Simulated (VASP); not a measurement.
Input of a VASP 6.6.1 run:

Contents of INCAR:

```
PREC = Accurate ; ENCUT = 520
EDIFF = 1E-8 ; ISMEAR = -1
SIGMA = 0.01 ; LREAL = F
LASPH = T ; NELM = 120
ALGO = Normal ; ISIF = 2
LWAVE = F ; LCHARG = F
GGA = PS ; LEFG = T
NBANDS = 16 ; GGA_COMPAT = F
```

File KPOINTS:

```
regular mesh
0
Gamma
  9 9 9
```

The input POSCAR:

```
ZrN
1.0
    0.0000000000      2.2379966444      2.2379966444
    2.2379966444      0.0000000000      2.2379966444
    2.2379966444      2.2379966444      0.0000000000
Zr N
1 1
Direct
    0.0000000000      0.0000000000      0.0000000000
    0.5000000000      0.5000000000      0.5000000000
```

Potentials or basis: VASP PAW PBE potentials, release 64 (Zr_sv, N).

Run with:

```sh
$ cat potpaw_PBE.64/Zr_sv/POTCAR potpaw_PBE.64/N/POTCAR > POTCAR
$ mpirun -np 1 vasp_std > vasp.out
```

(1) What does it give for the band gap on the k mesh?

(2) Estimate the pressure.

## Answers

(1) zero (an odd number of electrons rules out a gap without spin polarisation).

(2) 15.7 GPa.

Caveat: the cell stands under pressure; the PAW data sets were made with another functional, which shifts forces and pressure a little.
